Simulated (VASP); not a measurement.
# W (R-3m) in VASP: a series of runs, part 3 of 3

VASP 6.6.1.

## 7. Single point, PBE (15.49 Å³/atom)

This run uses another cell than the first one, of 15.49 Å³/atom.

File INCAR:

```
  PREC = Accurate
  ENCUT = 520
  EDIFF = 1E-6
  ISMEAR = 0
  SIGMA = 0.15
  LREAL = False
  LASPH = True
  NELM = 60
  ALGO = Fast
  ISIF = 2
  LWAVE = False
  LCHARG = True
  GGA = PE
  LELF = True
  LVHAR = True
  NBANDS = 13
```

File KPOINTS:

```
regular mesh
0
Gamma
  22 22 22
```

File POSCAR:

```
W
1.0
   -0.7187587487      1.6919699071      1.6919699071
    1.6919699071     -0.7187587487      1.6919699071
    1.6919699071      1.6919699071     -0.7187587487
W
1
Direct
    0.0000000000      0.0000000000      0.0000000000
```

Potentials or basis: VASP PAW PBE potentials, release 64 (W_sv).

Run with:

```bash
$ cat potpaw_PBE.64/W_sv/POTCAR > POTCAR
$ mpirun -np 1 vasp_std > vasp.out
```

OUTCAR:

```text
PREC = Accurate
   ENCUT = 520
   EDIFF = 1E-6
   ISMEAR = 0
   LREAL = False
   LASPH = True
   NELM = 60
   ISIF = 2
   GGA = PE

 ion  position               nearest neighbor table
   1  0.000  0.000  0.000-

  LATTYP: Found a trigonal (rhomboedric) cell.
 ALAT       =     2.4984271996
 COS(alpha) =     0.0689708858

  Lattice vectors:

 A1 = (  -0.7187587487,   1.6919699071,   1.6919699071)
 A2 = (   1.6919699071,  -0.7187587487,   1.6919699071)
 A3 = (   1.6919699071,   1.6919699071,  -0.7187587487)

[... 562 lines left out ...]
     13      31.2798      0.00000

 [... further k-points ...]

------------------------ aborting loop because EDIFF is reached ----------------------------------------

  FORCE on cell =-STRESS in cart. coord.  units (eV):
  Direction    XX          YY          ZZ          XY          YZ          ZX
  --------------------------------------------------------------------------------------
  -------------------------------------------------------------------------------------
  Total        4.9665038      4.9665038      4.9665038      1.0008781      1.0008781      1.0008781
  in kB      513.7336033    513.7336033    513.7336033    103.5305197    103.5305197    103.5305197
  external PRESSURE =     513.7336033 kB  Pullay stress =       0.0000000 kB

 VOLUME and BASIS-vectors are now :
 -----------------------------------------------------------------------------
  energy-cutoff  :      520.00
  volume of cell :       15.49
      direct lattice vectors                 reciprocal lattice vectors
    -0.718758749  1.691969907  1.691969907    -0.151471885  0.263340457  0.263340457
     1.691969907 -0.718758749  1.691969907     0.263340457 -0.151471885  0.263340457
     1.691969907  1.691969907 -0.718758749     0.263340457  0.263340457 -0.151471885

 POSITION                                       TOTAL-FORCE (eV/Angst)
 -----------------------------------------------------------------------------------
      0.00000      0.00000      0.00000        -0.000000     -0.000000     -0.000000
 -----------------------------------------------------------------------------------
    total drift:                                0.000000      0.000000      0.000000

  FREE ENERGIE OF THE ION-ELECTRON SYSTEM (eV)
  ---------------------------------------------------
  free  energy   TOTEN  =       -11.1949335925 eV

  energy  without entropy=      -11.1854736550  energy(sigma->0) =      -11.19020362
```

OSZICAR:

```text
N       E                     dE             d eps       ncg     rms          rms(c)
DAV:   1     0.880307644791E+02    0.88031E+02   -0.74896E+03 26798   0.123E+03
DAV:   2    -0.986025354521E+01   -0.97891E+02   -0.93571E+02 29469   0.318E+02
DAV:   3    -0.115282203059E+02   -0.16680E+01   -0.16617E+01 30129   0.405E+01
DAV:   4    -0.115352913306E+02   -0.70710E-02   -0.70708E-02 29849   0.289E+00
DAV:   5    -0.115353507680E+02   -0.59437E-04   -0.59437E-04 30384   0.252E-01    0.234E+01
RMM:   6    -0.112704820489E+02    0.26487E+00   -0.18793E-01 28881   0.416E+00    0.112E+01
RMM:   7    -0.111971996735E+02    0.73282E-01   -0.15490E-01 29432   0.392E+00    0.427E-01
RMM:   8    -0.111949074175E+02    0.22923E-02   -0.98994E-03 32890   0.114E+00    0.172E-01
RMM:   9    -0.111949107100E+02   -0.32925E-05   -0.14365E-03 32628   0.500E-01    0.478E-02
RMM:  10    -0.111949340995E+02   -0.23389E-04   -0.21282E-04 35344   0.182E-01    0.931E-03
RMM:  11    -0.111949318088E+02    0.22907E-05   -0.53540E-05 33599   0.918E-02    0.321E-03
RMM:  12    -0.111949335815E+02   -0.17727E-05   -0.14023E-05 29800   0.460E-02    0.221E-03
RMM:  13    -0.111949335925E+02   -0.11046E-07   -0.26740E-06 24216   0.196E-02
   1 F= -.11194934E+02 E0= -.11190204E+02  d E =-.945994E-02
```

stdout:

```text
POSCAR found type information on POSCAR W
 POSCAR found :  1 types and       1 ions
 scaLAPACK will be used
 LDA part: xc-table for (Slater+PW92), standard interpolation
 POSCAR, INCAR and KPOINTS ok, starting setup
 FFT: planning ... GRIDC
 FFT: planning ... GRID_SOFT
 FFT: planning ... GRID
 WAVECAR not read
 entering main loop
WARNING in EDDRMM: call to ZHEGV failed, returncode =   8  4     13
WARNING in EDDRMM: call to ZHEGV failed, returncode =   6  3     12
WARNING in EDDRMM: call to ZHEGV failed, returncode =   8  4     13
WARNING in EDDRMM: call to ZHEGV failed, returncode =   8  4     12
```

Run time: 3 min. Hardware: 1 thread of Intel Xeon 8259CL, shared host; peak memory 0.29 GiB.

Results:

- Free energy: -11.1949 eV
- Pressure: 51.4 GPa
- Band gap on the k mesh: zero (bands 7 and 8 overlap by 3.33 eV)

Levels at points of the mesh, in eV from the Fermi level:
| k point | band 3 | band 4 | band 5 | band 6 | band 7 | band 8 | band 9 | band 10 | band 11 | band 12 |
| --- | --- | --- | --- | --- | --- | --- | --- | --- | --- | --- |
| (0.00, 0.00, 0.00) | -37.47 | -37.30 | -9.50 | -5.27 | -5.27 | 5.53 | 5.53 | 5.78 | 14.90 | 16.64 |
| (0.50, 0.00, 0.00) | -37.28 | -37.17 | -5.69 | -4.16 | -0.71 | 0.96 | 1.29 | 6.09 | 11.45 | 14.25 |
| (0.50, 0.50, 0.00) | -39.07 | -37.05 | -6.99 | -3.49 | 1.91 | 2.24 | 4.91 | 6.47 | 9.10 | 16.21 |
| (0.50, 0.50, 0.50) | -38.80 | -38.80 | -5.64 | -4.59 | -4.59 | 6.78 | 9.40 | 9.40 | 12.28 | 14.99 |

Caveat: the cell stands under pressure; spin-orbit coupling is left out, which moves the levels of the heavy elements.

## 8. Summary

```tsv
cell	further INCAR settings	gap on the mesh (eV)	pressure (GPa)
a = 2.463 Å, angles 86.0°, 1 atom	ALGO = Fast; EDIFF = 1e-06; NBANDS = 13	none	70.2
a = 3.141 Å, angles 116.4°, 1 atom	ALGO = Fast; EDIFF = 1e-06; NBANDS = 13	none	236.6
a = 2.577 Å, angles 105.4°, 1 atom	ALGO = Fast; EDIFF = 1e-07; NBANDS = 13	none	39.7
a = 2.812 Å, angles 112.6°, 1 atom	ALGO = Fast; EDIFF = 1e-07; NBANDS = 13	none	44.8
a = 2.463 Å, angles 93.6°, 1 atom	ALGO = Fast; EDIFF = 1e-06; NBANDS = 13	none	70.4
a = 2.498 Å, angles 86.0°, 1 atom	ALGO = Fast; EDIFF = 1e-06; NBANDS = 13	none	51.4
```

Alike in all rows: task single point; level PBE; potentials or basis VASP PAW PBE potentials, release 64 (W_sv); no spin polarisation; k mesh 22 × 22 × 22; cutoff (eV) 520; smearing gaussian 0.15 eV.

Caveats: the cell stands under pressure; spin-orbit coupling is left out, which moves the levels of the heavy elements; atoms lie so close that the PAW spheres overlap strongly, which falsifies energies and pressures (at least some runs).

Absolute energies hang on the potentials; compare differences alone.
